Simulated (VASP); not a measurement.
# CoSi (Pm-3m) in VASP: a series of runs, part 2 of 2

VASP 6.6.1.

**3. Single point, PBE, collinear spin, ferromagnetic start**

Input file INCAR:

```
SYSTEM = CoSi
PREC     = Accurate       ! precision mode
ENCUT    = 520            ! plane-wave cutoff, eV
EDIFF    = 1E-6           ! SCF threshold, eV
ISMEAR   = -1             ! smearing method
SIGMA    = 0.03           ! smearing width, eV
LREAL    = .False.        ! projectors in reciprocal space
LASPH    = .True.         ! aspherical terms in the spheres
NELM     = 150            ! most SCF steps
ALGO     = Normal         ! electronic algorithm
ISIF     = 2              ! what is computed and relaxed
LWAVE    = .False.        ! write WAVECAR
LCHARG   = .True.         ! write CHGCAR
ISPIN    = 2              ! spin polarisation
MAGMOM   = 0.68 0         ! initial moments
LORBIT   = 11             ! projections on sites
NUPDOWN  = 0.68           ! fixed moment
LMAXMIX  = 4              ! l up to which the mixer works
GGA      = PE             ! functional
LELF     = .True.         ! ELF
LVHAR    = .True.       
NBANDS   = 18             ! bands
```

Input file KPOINTS:

```
Automatic mesh
0
Gamma
  14 14 14
  0 0 0
```

Input file POSCAR:

```
CoSi
1.0
    2.7813340000      0.0000000000      0.0000000000
    0.0000000000      2.7813340000      0.0000000000
    0.0000000000      0.0000000000      2.7813340000
Co Si
1 1
Direct
    0.0000000000      0.0000000000      0.0000000000
    0.5000000000      0.5000000000      0.5000000000
```

Potentials or basis: VASP PAW PBE potentials, release 64 (Co, Si).

Run with:

```console
cat potpaw_PBE.64/Co/POTCAR potpaw_PBE.64/Si/POTCAR > POTCAR
mpirun -np 1 vasp_std > vasp.out
```

OUTCAR:

```text
SYSTEM = CoSi
   PREC = Accurate
   ENCUT = 520
   EDIFF = 1E-6
   ISMEAR = -1
   LREAL = .False.
   LASPH = .True.
   NELM = 150
   ISIF = 2
   ISPIN = 2
   LORBIT = 11
   NUPDOWN = 0.68
   GGA = PE

 ion  position               nearest neighbor table
   1  0.000  0.000  0.000-   2 2.41   2 2.41   2 2.41   2 2.41   2 2.41   2 2.41   2 2.41   2 2.41

   2  0.500  0.500  0.500-   1 2.41   1 2.41   1 2.41   1 2.41   1 2.41   1 2.41   1 2.41   1 2.41

  LATTYP: Found a simple cubic cell.
 ALAT       =     2.7813340000

  Lattice vectors:

 A1 = (   2.7813340000,   0.0000000000,   0.0000000000)
 A2 = (   0.0000000000,   2.7813340000,   0.0000000000)
 A3 = (   0.0000000000,   0.0000000000,   2.7813340000)

Analysis of symmetry for initial positions (statically):
=====================================================================
 Subroutine PRICEL returns:
 Original cell was already a primitive cell.

 Routine SETGRP: Setting up the symmetry group for a
 simple cubic supercell.

 Subroutine GETGRP returns: Found 48 space group operations
 (whereof 48 operations were pure point group operations)
 out of a pool of 48 trial point group operations.

The static configuration has the point symmetry O_h .

Analysis of symmetry for dynamics (positions and initial velocities):
=====================================================================
 Subroutine PRICEL returns:
 Original cell was already a primitive cell.

 Routine SETGRP: Setting up the symmetry group for a
 simple cubic supercell.

 Subroutine GETGRP returns: Found 48 space group operations
 (whereof 48 operations were pure point group operations)
 out of a pool of 48 trial point group operations.

The dynamic configuration has the point symmetry O_h .

Analysis of structural, dynamic, and magnetic symmetry:
=====================================================================
 Subroutine PRICEL returns:
 Original cell was already a primitive cell.

 Routine SETGRP: Setting up the symmetry group for a
 simple cubic supercell.

 Subroutine GETGRP returns: Found 48 space group operations
 (whereof 48 operations were pure point group operations)
 out of a pool of 48 trial point group operations.

The overall configuration has the point symmetry O_h .

 Subroutine INISYM returns: Found 48 space group operations
 (whereof 48 operations are pure point group operations),
 and found     1 'primitive' translations

----------------------------------------------------------------------------------------

                                     Primitive cell

  volume of cell :      21.5159

  direct lattice vectors                    reciprocal lattice vectors
     2.781334000  0.000000000  0.000000000     0.359539703  0.000000000  0.000000000
     0.000000000  2.781334000  0.000000000     0.000000000  0.359539703  0.000000000
     0.000000000  0.000000000  2.781334000     0.000000000  0.000000000  0.359539703

  length of vectors
     2.781334000  2.781334000  2.781334000     0.359539703  0.359539703  0.359539703

  position of ions in fractional coordinates (direct lattice)
     0.000000000  0.000000000  0.000000000
     0.500000000  0.500000000  0.500000000

  ion indices of the primitive-cell ions
   primitive index   ion index
                 1           1
                 2           2

[... 64 lines left out ...]
   ICHARG =      2    charge: 1-file 2-atom 10-const
   ISPIN  =      2    spin polarized calculation?
   LNONCOLLINEAR =      F non collinear calculations
   LSORBIT =      F    spin-orbit coupling
   LASPH  =      T    aspherical Exc in radial PAW
   ENCUT  =  520.0 eV  38.22 Ry    6.18 a.u.   5.17  5.17  5.17*2*pi/ulx,y,z
   NELM   =    150;   NELMIN=  2; NELMDL= -5     # of ELM steps
   EDIFF  = 0.1E-05   stopping-criterion for ELM
   LREAL  =      F    real-space projection
   EDIFFG = 0.1E-04   stopping-criterion for IOM
   NSW    =      0    number of steps for IOM
   IBRION =     -1    ionic relax: 0-MD 1-quasi-New 2-CG
   NFREE  =      0    steps in history (QN), initial steepest desc. (CG)
   ISIF   =      2    stress and relaxation
   ISYM   =      2    0-nonsym 1-usesym 2-fastsym
   POTIM  = 0.5000    time-step for ionic-motion
   TEBEG  =    0.0;   TEEND  =   0.0 temperature during run
   PSTRESS=    0.0 pullay stress
   NELECT =      13.0000    total number of electrons
   NUPDOWN=       0.6800    fix difference up-down
   EMIN   =  10.00;   EMAX   =-10.00  energy-range for DOS
   EFERMI =   0.00;   METHOD = LEGACY
   ISMEAR =    -1;   SIGMA  =   0.03  broadening in eV -4-tet -1-fermi 0-gaus
   EFERMI_NEDOS =   21; number of points for ismear=-14 and -15
   IALGO  =     38    algorithm
   IMIX   =      4    mixing-type and parameters
     AMIX     =   0.40;   BMIX     =  1.00
     AMIX_MAG =   1.60;   BMIX_MAG =  1.00
  volume/ion in A,a.u.               =      10.76        72.60
  Fermi-wavevector in a.u.,A,eV,Ry     =   1.384000  2.615381 26.061367  1.915456
  Thomas-Fermi vector in A             =   2.508545
   LORBIT       =     11    0 simple, 1 ext, 2 COOP (PROOUT), +10 PAW based schemes
   GGA     = PE    functional components
   LHFCALC =     F    Hartree Fock is set to
   AEXX    =    0.0000 exact exchange contribution
   IVDW    =     0    specifies the selected vdW correction
   LEPSILON=     F    determine dielectric tensor
   LRPA    =     F    only Hartree local field effects (RPA)
 spin polarized calculation
  energy-cutoff  :      520.00
  volume of cell :       21.52
 maximum number of plane-waves:       595
 NGX is ok and might be reduce to    24
   NGX = 11   NGY = 11   NGZ = 11

 number of electron      13.0000003 magnetization       0.6800001

 Free energy of the ion-electron system (eV)
  ---------------------------------------------------
  ext. energy  EPLUGINS =         0.00000000
  ---------------------------------------------------
  free energy    TOTEN  =       -13.28239880 eV

  energy without entropy =      -13.27700390  energy(sigma->0) =      -13.27970135

 E-fermi :  12.8935     XC(G=0): -12.9434

 val. band max:       12.9648740354   @ k =   0.2857   0.2143   0.1429
 cond. band min:      12.9004905987   @ k =   0.3571   0.3571   0.0000
 fundamental gap:     -0.0643834367
 Fermi energy:        12.9660501736

 spin component 1

 k-point     1 :       0.0000    0.0000    0.0000
  band No.  band energies     occupation
      1      -1.4158      1.00000
      2       8.6130      1.00000
      3       8.6130      1.00000
      4      11.1942      1.00000
      5      11.1942      1.00000
      6      11.1942      1.00000
[... 493 lines left out ...]
     17      34.9430      0.00000
     18      38.3175      0.00000

 [... further k-points ...]

 spin component 2

 k-point     1 :       0.0000    0.0000    0.0000
  band No.  band energies     occupation
      1      -1.3866      1.00000
      2       9.3344      1.00000
      3       9.3344      1.00000
      4      11.6358      1.00000
      5      11.6358      1.00000
      6      11.6358      1.00000
[... 493 lines left out ...]
     17      35.0605      0.00000
     18      38.4023      0.00000

 [... further k-points ...]

------------------------ aborting loop because EDIFF is reached ----------------------------------------

  FORCE on cell =-STRESS in cart. coord.  units (eV):
  Direction    XX          YY          ZZ          XY          YZ          ZX
  --------------------------------------------------------------------------------------
  -------------------------------------------------------------------------------------
  Total        0.1548022      0.1548022      0.1548022      0.0000000      0.0000000     -0.0000000
  in kB       11.5273168     11.5273168     11.5273168      0.0000000      0.0000000     -0.0000000
  external PRESSURE =      11.5273168 kB  Pullay stress =       0.0000000 kB

 VOLUME and BASIS-vectors are now :
 -----------------------------------------------------------------------------
  energy-cutoff  :      520.00
  volume of cell :       21.52
      direct lattice vectors                 reciprocal lattice vectors
     2.781334000  0.000000000  0.000000000     0.359539703  0.000000000  0.000000000
     0.000000000  2.781334000  0.000000000     0.000000000  0.359539703  0.000000000
     0.000000000  0.000000000  2.781334000     0.000000000  0.000000000  0.359539703

 POSITION                                       TOTAL-FORCE (eV/Angst)
 -----------------------------------------------------------------------------------
      0.00000      0.00000      0.00000         0.000000      0.000000      0.000000
      1.39067      1.39067      1.39067         0.000000      0.000000      0.000000
 -----------------------------------------------------------------------------------
    total drift:                                0.000000      0.000000      0.000000

  FREE ENERGIE OF THE ION-ELECTRON SYSTEM (eV)
  ---------------------------------------------------
  free  energy   TOTEN  =       -13.2823987958 eV

  energy  without entropy=      -13.2770039008  energy(sigma->0) =      -13.27970135

 total charge

# of ion       s       p       d       tot
------------------------------------------
    1        0.438   0.595   7.567   8.601
    2        0.713   0.864   0.000   1.577
--------------------------------------------------
tot          1.151   1.459   7.567  10.177

 magnetization (x)

# of ion       s       p       d       tot
------------------------------------------
    1        0.009   0.006   0.652   0.667
    2        0.005   0.017   0.000   0.021
--------------------------------------------------
tot          0.013   0.022   0.652   0.688
```

Wall time 40 s (1 thread of Intel Xeon Platinum 8559C (Emerald Rapids), shared host); peak memory 0.2 GiB.

What came out:

| Item | Value |
| --- | --- |
| Free energy | -13.2824 eV |
| Pressure | 1.2 GPa |
| Net moment | 0.68 μB per cell |
| Site moments | Co +0.67; Si +0.02 μB |
| Valence electrons inside the program's atomic spheres | Co 8.60; Si 1.58 |

Caveat: the total moment is fixed, so each spin has its own Fermi level.

**4. Single point, PBE, collinear spin, ferromagnetic start**

Input file INCAR:

```
SYSTEM = CoSi
PREC     = Accurate       ! precision mode
ENCUT    = 520            ! plane-wave cutoff, eV
EDIFF    = 1E-6           ! SCF threshold, eV
ISMEAR   = -1             ! smearing method
SIGMA    = 0.03           ! smearing width, eV
LREAL    = .FALSE.        ! projectors in reciprocal space
LASPH    = .TRUE.         ! aspherical terms in the spheres
NELM     = 150            ! most SCF steps
ALGO     = Normal         ! electronic algorithm
ISIF     = 2              ! what is computed and relaxed
LWAVE    = .FALSE.        ! write WAVECAR
LCHARG   = .FALSE.        ! write CHGCAR
ISPIN    = 2              ! spin polarisation
MAGMOM   = 0.74 0         ! initial moments
LORBIT   = 11             ! projections on sites
NUPDOWN  = 0.74           ! fixed moment
LMAXMIX  = 4              ! l up to which the mixer works
GGA      = PE             ! functional
NBANDS   = 18             ! bands
```

Input file KPOINTS:

```
regular mesh
0
G
  14 14 14
  0 0 0
```

POSCAR is that of step 3.

Run with:

```console
cat potpaw_PBE.64/Co/POTCAR potpaw_PBE.64/Si/POTCAR > POTCAR
mpirun -np 1 vasp_std > vasp.out
```

Wall time 49 s (1 thread of Intel Xeon 6975P-C, shared host); peak memory 0.2 GiB.

Results (log left out):

- Free energy: -13.2786 eV
- Pressure: 1.5 GPa
- Net moment: 0.74 μB per cell
- Site moments: Co +0.72; Si +0.03 μB
- Valence electrons inside the program's atomic spheres: Co 8.60; Si 1.58

Caveat: the total moment is fixed, so each spin has its own Fermi level.

**5. The runs side by side**

```csv
fixed moment (μB),pressure (GPa),moment (μB)
0.53,0.4,0.53
0.68,1.2,0.68
0.74,1.5,0.74
```

Alike in all rows: task single point; level PBE; potentials or basis VASP PAW PBE potentials, release 64 (Co, Si); spin collinear, ferromagnetic start; cell as given; k mesh 14 × 14 × 14; cutoff (eV) 520; smearing fermi-dirac 0.03 eV.

Caveats: the total moment is fixed, so each spin has its own Fermi level.

Absolute energies hang on the potentials; compare differences alone.
